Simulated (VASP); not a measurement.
# CdSe (rocksalt type) (Fm-3m) in VASP: a series of runs

The runs below take CdSe (rocksalt type) through relaxation of cell and atoms, with PBE.

Program: VASP 6.6.1. These are calculated values, not measurements. Logs are shortened: lines on timing, memory, paths and dates and some standing lists are left out, and cuts for length are marked.

## 1. The cell of the first run

Symmetry: Fm-3m, No. 225, cubic system. Conventional cell: a = 5.282 Å, b = 5.282 Å, c = 5.282 Å, α = 90.00°, β = 90.00°, γ = 90.00°. Within 3.5 Å of Cd (site symmetry m-3m) lie 6 Se at 2.64 Å. Within 3.5 Å of Se (site symmetry m-3m) lie 6 Cd at 2.64 Å.

## 2. Relaxation of cell and atoms, PBE, target pressure 27 GPa, at which the enthalpy is minimised

INCAR

```
PREC = Accurate ; ENCUT = 600
EDIFF = 1E-7 ; ISMEAR = -1
SIGMA = 0.05 ; LREAL = F
LASPH = T ; NELM = 60
ALGO = Normal ; ISIF = 3
LWAVE = F ; LCHARG = F
GGA = PE ; IBRION = 2
NSW = 60 ; EDIFFG = -0.005
PSTRESS = 270.0
```

KPOINTS

```
Automatic mesh
0
Gamma
  13 13 13
```

POSCAR

```
CdSe
1.0
    0.0000000000      2.6410961171      2.6410961171
    2.6410961171      0.0000000000      2.6410961171
    2.6410961171      2.6410961171      0.0000000000
Cd Se
1 1
Direct
    0.0000000000      0.0000000000      0.0000000000
    0.5000000000      0.5000000000      0.5000000000
```

Potentials or basis: VASP PAW PBE potentials, release 64 (Cd, Se).

Launch:

```
$ cat potpaw_PBE.64/Cd/POTCAR potpaw_PBE.64/Se/POTCAR > POTCAR
$ mpirun -np 1 vasp_std > vasp.out
```

OUTCAR:

```text
PREC = Accurate
   ENCUT = 600
   EDIFF = 1E-7
   ISMEAR = -1
   LREAL = F
   LASPH = T
   NELM = 60
   ISIF = 3
   GGA = PE
   IBRION = 2
   NSW = 60
   EDIFFG = -0.005
   PSTRESS = 270.0

 ion  position               nearest neighbor table
   1  0.000  0.000  0.000-   2 2.64   2 2.64   2 2.64   2 2.64   2 2.64   2 2.64
   2  0.500  0.500  0.500-   1 2.64   1 2.64   1 2.64   1 2.64   1 2.64   1 2.64

  LATTYP: Found a face centered cubic cell.
 ALAT       =     5.2821922342

  Lattice vectors:

 A1 = (   0.0000000000,   2.6410961171,   2.6410961171)
 A2 = (   2.6410961171,   0.0000000000,   2.6410961171)
 A3 = (   2.6410961171,   2.6410961171,   0.0000000000)

Analysis of symmetry for initial positions (statically):
=====================================================================
 Subroutine PRICEL returns:
 Original cell was already a primitive cell.

 Routine SETGRP: Setting up the symmetry group for a
 face centered cubic supercell.

 Subroutine GETGRP returns: Found 48 space group operations
 (whereof 48 operations were pure point group operations)
 out of a pool of 48 trial point group operations.

The static configuration has the point symmetry O_h .

Analysis of symmetry for dynamics (positions and initial velocities):
=====================================================================
 Subroutine PRICEL returns:
 Original cell was already a primitive cell.

 Routine SETGRP: Setting up the symmetry group for a
 face centered cubic supercell.

 Subroutine GETGRP returns: Found 48 space group operations
 (whereof 48 operations were pure point group operations)
 out of a pool of 48 trial point group operations.

The dynamic configuration has the point symmetry O_h .

 Subroutine INISYM returns: Found 48 space group operations
 (whereof 48 operations are pure point group operations),
 and found     1 'primitive' translations

----------------------------------------------------------------------------------------

                                     Primitive cell

  volume of cell :      36.8453

  direct lattice vectors                    reciprocal lattice vectors
     0.000000000  2.641096117  2.641096117    -0.189315336  0.189315336  0.189315336
     2.641096117  0.000000000  2.641096117     0.189315336 -0.189315336  0.189315336
     2.641096117  2.641096117  0.000000000     0.189315336  0.189315336 -0.189315336

  length of vectors
     3.735073948  3.735073948  3.735073948     0.327903781  0.327903781  0.327903781

  position of ions in fractional coordinates (direct lattice)
     0.000000000  0.000000000  0.000000000
     0.500000000  0.500000000  0.500000000

  ion indices of the primitive-cell ions
   primitive index   ion index
                 1           1
                 2           2

----------------------------------------------------------------------------------------

 KPOINTS: Automatic mesh

Automatic generation of k-mesh.
 Grid dimensions read from file:
 generate k-points for:   13   13   13

 Generating k-lattice:

  Cartesian coordinates                     Fractional coordinates (reciprocal lattice)
    -0.014562718  0.014562718  0.014562718     0.076923077  0.000000000  0.000000000
     0.014562718 -0.014562718  0.014562718     0.000000000  0.076923077  0.000000000
     0.014562718  0.014562718 -0.014562718     0.000000000  0.000000000  0.076923077

  Length of vectors
     0.025223368  0.025223368  0.025223368

  Shift w.r.t. Gamma in fractional coordinates (k-lattice)
     0.000000000  0.000000000  0.000000000

 Subroutine IBZKPT returns following result:
 ===========================================

 Found     84 irreducible k-points:

 Following reciprocal coordinates:
            Coordinates               Weight
  0.000000  0.000000  0.000000      1.000000
  0.076923  0.000000  0.000000      8.000000
  0.153846  0.000000  0.000000      8.000000
  0.230769  0.000000  0.000000      8.000000
  0.307692  0.000000  0.000000      8.000000
  0.384615  0.000000  0.000000      8.000000
[... 16 lines left out ...]
  0.384615  0.153846  0.000000     24.000000
  0.461538  0.153846  0.000000     24.000000
 [... further k-points ...]
   k-points           NKPTS =     84   k-points in BZ     NKDIM =     84   number of bands    NBANDS=     13
   number of dos      NEDOS =    301   number of ions     NIONS =      2
   total plane-waves  NPLWV =  27000
   dimension x,y,z NGX =    30 NGY =   30 NGZ =   30
   dimension x,y,z NGXF=    60 NGYF=   60 NGZF=   60
   ions per type =               1   1
   NGX,Y,Z   is equivalent  to a cutoff of  13.35, 13.35, 13.35 a.u.
   NGXF,Y,Z  is equivalent  to a cutoff of  26.71, 26.71, 26.71 a.u.
 SYSTEM =  unknown system
   PREC   = accura    normal or accurate (medium, high low for compatibility)
   ISTART =      0    job   : 0-new  1-cont  2-samecut
   ICHARG =      2    charge: 1-file 2-atom 10-const
   ISPIN  =      1    spin polarized calculation?
   LNONCOLLINEAR =      F non collinear calculations
   LSORBIT =      F    spin-orbit coupling
   LASPH  =      T    aspherical Exc in radial PAW
   ENCUT  =  600.0 eV  44.10 Ry    6.64 a.u.   7.46  7.46  7.46*2*pi/ulx,y,z
   NELM   =     60;   NELMIN=  2; NELMDL= -5     # of ELM steps
   EDIFF  = 0.1E-06   stopping-criterion for ELM
   LREAL  =      F    real-space projection
   EDIFFG = -.5E-02   stopping-criterion for IOM
   NSW    =     60    number of steps for IOM
   IBRION =      2    ionic relax: 0-MD 1-quasi-New 2-CG
   NFREE  =      1    steps in history (QN), initial steepest desc. (CG)
   ISIF   =      3    stress and relaxation
   ISYM   =      2    0-nonsym 1-usesym 2-fastsym
   POTIM  = 0.5000    time-step for ionic-motion
   TEBEG  =    0.0;   TEEND  =   0.0 temperature during run
   PSTRESS=  270.0 pullay stress
   NELECT =      18.0000    total number of electrons
   NUPDOWN=      -1.0000    fix difference up-down
   EMIN   =  10.00;   EMAX   =-10.00  energy-range for DOS
   EFERMI =   0.00;   METHOD = LEGACY
   ISMEAR =    -1;   SIGMA  =   0.05  broadening in eV -4-tet -1-fermi 0-gaus
   EFERMI_NEDOS =   21; number of points for ismear=-14 and -15
   IALGO  =     38    algorithm
   IMIX   =      4    mixing-type and parameters
     AMIX     =   0.40;   BMIX     =  1.00
     AMIX_MAG =   1.60;   BMIX_MAG =  1.00
  volume/ion in A,a.u.               =      18.42       124.32
  Fermi-wavevector in a.u.,A,eV,Ry     =   1.289352  2.436522 22.618710  1.662428
  Thomas-Fermi vector in A             =   2.421250
   LORBIT       =      0    0 simple, 1 ext, 2 COOP (PROOUT), +10 PAW based schemes
   GGA     = PE    functional components
   LHFCALC =     F    Hartree Fock is set to
   AEXX    =    0.0000 exact exchange contribution
   IVDW    =     0    specifies the selected vdW correction
   LEPSILON=     F    determine dielectric tensor
   LRPA    =     F    only Hartree local field effects (RPA)
 conjugate gradient relaxation of ions
 non-spin polarized calculation
  energy-cutoff  :      600.00
  volume of cell :       36.85
 maximum number of plane-waves:      1252
 NGX is ok and might be reduce to    30
   NGX = 15   NGY = 15   NGZ = 15

--------------------------------------- Ionic step        1  -------------------------------------------

 number of electron      18.0000004 magnetization

 Free energy of the ion-electron system (eV)
  ---------------------------------------------------
  ext. energy  EPLUGINS =         0.00000000
  ---------------------------------------------------
  free energy    TOTEN  =        -4.47682141 eV

  energy without entropy =       -4.47304734  energy(sigma->0) =       -4.47493437

------------------------ aborting loop because EDIFF is reached ----------------------------------------

  FORCE on cell =-STRESS in cart. coord.  units (eV):
  Direction    XX          YY          ZZ          XY          YZ          ZX
  --------------------------------------------------------------------------------------
  -------------------------------------------------------------------------------------
  Total        6.4385004      6.4385004      6.4385004     -0.0000000      0.0000000     -0.0000000
  in kB      279.9707727    279.9707727    279.9707727     -0.0000000      0.0000000     -0.0000000
  external PRESSURE =       9.9707727 kB  Pullay stress =     270.0000000 kB
[... 61 lines left out ...]
  enthalpy is  TOTEN    =         1.7341137965 eV   P V=        6.3128019373

--------------------------------------- Ionic step        3  -------------------------------------------

 number of electron      18.0000002 magnetization

 Free energy of the ion-electron system (eV)
  ---------------------------------------------------
  ext. energy  EPLUGINS =         0.00000000
  ---------------------------------------------------
  free energy    TOTEN  =        -4.51266645 eV

  energy without entropy =       -4.50892701  energy(sigma->0) =       -4.51079673

 E-fermi :   4.8717     XC(G=0): -11.2363

 val. band max:        4.8286556875   @ k =  -0.2308   0.1538   0.0000
 cond. band min:       4.9221022125   @ k =   0.4615   0.3846   0.0000
 fundamental gap:      0.0934465250
 Fermi energy:         4.8717491585

 k-point     1 :       0.0000    0.0000    0.0000
  band No.  band energies     occupation
      1      -9.9542      2.00000
      2      -3.8453      2.00000
      3      -3.8453      2.00000
      4      -3.8256      2.00000
      5      -3.8256      2.00000
      6      -3.8256      2.00000
      7       3.7231      2.00000
      8       3.7231      2.00000
      9       3.7231      2.00000
     10       6.0706      0.00000
     11      13.6082      0.00000
     12      13.6082      0.00000
     13      13.6082      0.00000
[... 353 lines left out ...]
 k-point    24 :       0.4615    0.1538    0.0000
  band No.  band energies     occupation
      1      -8.5393      2.00000
      2      -4.2014      2.00000
      3      -4.1504      2.00000
      4      -4.0770      2.00000
      5      -3.5605      2.00000
      6      -3.5330      2.00000
      7      -0.9888      2.00000
      8       3.4012      2.00000
      9       3.7159      2.00000
     10       8.0856      0.00000
     11       9.7877      0.00000
     12      11.6179      0.00000
     13      13.3598      0.00000

 [... further k-points ...]

------------------------ aborting loop because EDIFF is reached ----------------------------------------

  FORCE on cell =-STRESS in cart. coord.  units (eV):
  Direction    XX          YY          ZZ          XY          YZ          ZX
  --------------------------------------------------------------------------------------
  -------------------------------------------------------------------------------------
  Total        6.2451650      6.2451650      6.2451650     -0.0000000      0.0000000      0.0000000
  in kB      270.0329374    270.0329374    270.0329374     -0.0000000      0.0000000      0.0000000
  external PRESSURE =       0.0329374 kB  Pullay stress =     270.0000000 kB
[... 17 lines left out ...]
  FREE ENERGIE OF THE ION-ELECTRON SYSTEM (eV)
  ---------------------------------------------------
  free  energy   TOTEN  =        -4.5126664490 eV

  energy  without entropy=       -4.5089270085  energy(sigma->0) =       -4.51079673

  enthalpy is  TOTEN    =         1.7317367937 eV   P V=        6.2444032427

 reached required accuracy - stopping structural energy minimisation
```

Run time: 81 s. Hardware: 1 thread of AMD EPYC 7R13 (Zen 3), shared host; peak memory 0.19 GiB.

What came out:

```yaml
Free_energy: -4.5127 eV
Relaxed_volume: 18.53 Å³/atom
Relaxed_cell: a = 3.742 Å, b = 3.742 Å, c = 3.742 Å, α = 60.00°, β = 60.00°, γ = 60.00°
Space_group_after_relaxing_to_0.1_Å: Fm-3m (No. 225)
Energy_change_on_relaxing_the_run_minimises_the_enthalpy: -17.9 meV/atom
Ionic_steps: 3
Pressure_after_relaxing: 27.0 GPa
Band_gap_on_the_k_mesh: zero (bands 9 and 10 overlap by 0.50 eV)
```

Step by step:
```
step  energy change (eV)  largest force (eV/Å)  pressure (GPa)  volume (Å³)
   1              0.0000                0.0000           28.00        36.85
   2             -0.1019                0.0000           25.15        37.46
   3             -0.0358                0.0000           27.00        37.05
```

Final structure:
```
Cd Se
1.0
     0.00000    2.64608    2.64608
     2.64608    0.00000    2.64608
     2.64608    2.64608    0.00000
Cd Se
1 1
Direct
  0.00000 0.00000 0.00000
  0.50000 0.50000 0.50000
```

Caveat: the cell is relaxed towards a set pressure, so the run minimises the enthalpy, not the energy; semilocal functionals underestimate gaps, and a narrow one can read as zero.

## 3. Relaxation of cell and atoms, PBE, target pressure 27 GPa, at which the enthalpy is minimised

INCAR

```
SYSTEM = CdSe
PREC = Accurate ; ENCUT = 600
EDIFF = 1E-7 ; ISMEAR = -1
SIGMA = 0.05 ; LREAL = .False.
LASPH = .True. ; NELM = 80
ALGO = Normal ; ISIF = 3
LWAVE = .False. ; LCHARG = .False.
GGA = PE ; IBRION = 2
NSW = 32 ; EDIFFG = -0.005
PSTRESS = 270.0
```

KPOINTS

```
regular mesh
0
Gamma
  13 13 13
  0 0 0
```

POSCAR is that of step 2.

Potentials or basis: VASP PAW PBE potentials, release 64 (Cd, Se).

Launch:

```
$ cat potpaw_PBE.64/Cd/POTCAR potpaw_PBE.64/Se/POTCAR > POTCAR
$ mpirun -np 1 vasp_std > vasp.out
```

OUTCAR:

```text
SYSTEM = CdSe
   PREC = Accurate
   ENCUT = 600
   EDIFF = 1E-7
   ISMEAR = -1
   LREAL = .False.
   LASPH = .True.
   NELM = 80
   ISIF = 3
   GGA = PE
   IBRION = 2
   NSW = 32
   EDIFFG = -0.005
   PSTRESS = 270.0

 ion  position               nearest neighbor table
   1  0.000  0.000  0.000-   2 2.64   2 2.64   2 2.64   2 2.64   2 2.64   2 2.64
   2  0.500  0.500  0.500-   1 2.64   1 2.64   1 2.64   1 2.64   1 2.64   1 2.64

  LATTYP: Found a face centered cubic cell.
 ALAT       =     5.2821922342

  Lattice vectors:

 A1 = (   0.0000000000,   2.6410961171,   2.6410961171)
 A2 = (   2.6410961171,   0.0000000000,   2.6410961171)
 A3 = (   2.6410961171,   2.6410961171,   0.0000000000)

Analysis of symmetry for initial positions (statically):
=====================================================================
 Subroutine PRICEL returns:
 Original cell was already a primitive cell.

 Routine SETGRP: Setting up the symmetry group for a
 face centered cubic supercell.

 Subroutine GETGRP returns: Found 48 space group operations
 (whereof 48 operations were pure point group operations)
 out of a pool of 48 trial point group operations.

The static configuration has the point symmetry O_h .

Analysis of symmetry for dynamics (positions and initial velocities):
=====================================================================
 Subroutine PRICEL returns:
 Original cell was already a primitive cell.

 Routine SETGRP: Setting up the symmetry group for a
 face centered cubic supercell.

 Subroutine GETGRP returns: Found 48 space group operations
 (whereof 48 operations were pure point group operations)
 out of a pool of 48 trial point group operations.

The dynamic configuration has the point symmetry O_h .

 Subroutine INISYM returns: Found 48 space group operations
 (whereof 48 operations are pure point group operations),
 and found     1 'primitive' translations

----------------------------------------------------------------------------------------

[... 132 lines left out ...]

 number of electron      18.0000004 magnetization

 Free energy of the ion-electron system (eV)
  ---------------------------------------------------
  ext. energy  EPLUGINS =         0.00000000
  ---------------------------------------------------
  free energy    TOTEN  =        -4.47682141 eV

  energy without entropy =       -4.47304734  energy(sigma->0) =       -4.47493437

------------------------ aborting loop because EDIFF is reached ----------------------------------------

  FORCE on cell =-STRESS in cart. coord.  units (eV):
  Direction    XX          YY          ZZ          XY          YZ          ZX
  --------------------------------------------------------------------------------------
  -------------------------------------------------------------------------------------
  Total        6.4385004      6.4385004      6.4385004     -0.0000000      0.0000000     -0.0000000
  in kB      279.9707727    279.9707727    279.9707727     -0.0000000      0.0000000     -0.0000000
  external PRESSURE =       9.9707727 kB  Pullay stress =     270.0000000 kB
[... 63 lines left out ...]
--------------------------------------- Ionic step        3  -------------------------------------------

 number of electron      18.0000002 magnetization

 Free energy of the ion-electron system (eV)
  ---------------------------------------------------
  ext. energy  EPLUGINS =         0.00000000
  ---------------------------------------------------
  free energy    TOTEN  =        -4.51266645 eV

  energy without entropy =       -4.50892701  energy(sigma->0) =       -4.51079673

 E-fermi :   4.8717     XC(G=0): -11.2363

 val. band max:        4.8286556875   @ k =  -0.2308   0.1538   0.0000
 cond. band min:       4.9221022125   @ k =   0.4615   0.3846   0.0000
 fundamental gap:      0.0934465250
 Fermi energy:         4.8717491585

 k-point     1 :       0.0000    0.0000    0.0000
  band No.  band energies     occupation
      1      -9.9542      2.00000
      2      -3.8453      2.00000
      3      -3.8453      2.00000
      4      -3.8256      2.00000
      5      -3.8256      2.00000
      6      -3.8256      2.00000
      7       3.7231      2.00000
      8       3.7231      2.00000
      9       3.7231      2.00000
     10       6.0706      0.00000
     11      13.6082      0.00000
     12      13.6082      0.00000
     13      13.6082      0.00000
[... 354 lines left out ...]
  band No.  band energies     occupation
      1      -8.5393      2.00000
      2      -4.2014      2.00000
      3      -4.1504      2.00000
      4      -4.0770      2.00000
      5      -3.5605      2.00000
      6      -3.5330      2.00000
      7      -0.9888      2.00000
      8       3.4012      2.00000
      9       3.7159      2.00000
     10       8.0856      0.00000
     11       9.7877      0.00000
     12      11.6179      0.00000
     13      13.3598      0.00000

 [... further k-points ...]

------------------------ aborting loop because EDIFF is reached ----------------------------------------

  FORCE on cell =-STRESS in cart. coord.  units (eV):
  Direction    XX          YY          ZZ          XY          YZ          ZX
  --------------------------------------------------------------------------------------
  -------------------------------------------------------------------------------------
  Total        6.2451650      6.2451650      6.2451650     -0.0000000      0.0000000      0.0000000
  in kB      270.0329374    270.0329374    270.0329374     -0.0000000      0.0000000      0.0000000
  external PRESSURE =       0.0329374 kB  Pullay stress =     270.0000000 kB
[... 21 lines left out ...]
  energy  without entropy=       -4.5089270085  energy(sigma->0) =       -4.51079673

  enthalpy is  TOTEN    =         1.7317367937 eV   P V=        6.2444032427

 reached required accuracy - stopping structural energy minimisation
```

CONTCAR:

```text
CdSe
   1.00000000000000
    -0.0000000000000000    2.6460776693041175    2.6460776693041175
     2.6460776693041175   -0.0000000000000000    2.6460776693041175
     2.6460776693041175    2.6460776693041175    0.0000000000000000
  Cd              Se
     1     1
Direct
     0.0000000000000000    0.0000000000000000    0.0000000000000000
     0.5000000000000000    0.5000000000000000    0.5000000000000000

  0.00000000E+00  0.00000000E+00  0.00000000E+00
  0.00000000E+00  0.00000000E+00  0.00000000E+00
```

Run time: 80 s. Hardware: 1 thread of AMD EPYC 7R13 (Zen 3), shared host; peak memory 0.18 GiB.

What came out:

```yaml
Free_energy: -4.5127 eV
Relaxed_volume: 18.53 Å³/atom
Relaxed_cell: a = 3.742 Å, b = 3.742 Å, c = 3.742 Å, α = 60.00°, β = 60.00°, γ = 60.00°
Space_group_after_relaxing_to_0.1_Å: Fm-3m (No. 225)
Energy_change_on_relaxing_the_run_minimises_the_enthalpy: -17.9 meV/atom
Ionic_steps: 3
Pressure_after_relaxing: 27.0 GPa
Band_gap_on_the_k_mesh: zero (bands 9 and 10 overlap by 0.50 eV)
```

Step by step:
```csv
step,energy change (eV),largest force (eV/Å),pressure (GPa),volume (Å³)
1,0.0000,0.0000,28.00,36.85
2,-0.1019,0.0000,25.15,37.46
3,-0.0358,0.0000,27.00,37.05
```

Final structure:
```
Cd Se
1.0
     0.00000    2.64608    2.64608
     2.64608    0.00000    2.64608
     2.64608    2.64608    0.00000
Cd Se
1 1
Direct
  0.00000 0.00000 0.00000
  0.50000 0.50000 0.50000
```

Caveat: the cell is relaxed towards a set pressure, so the run minimises the enthalpy, not the energy; semilocal functionals underestimate gaps, and a narrow one can read as zero.

(Continued in part 2 of 2.)

The gap in the log of VASP goes by the Fermi energy; the results here count the filled bands.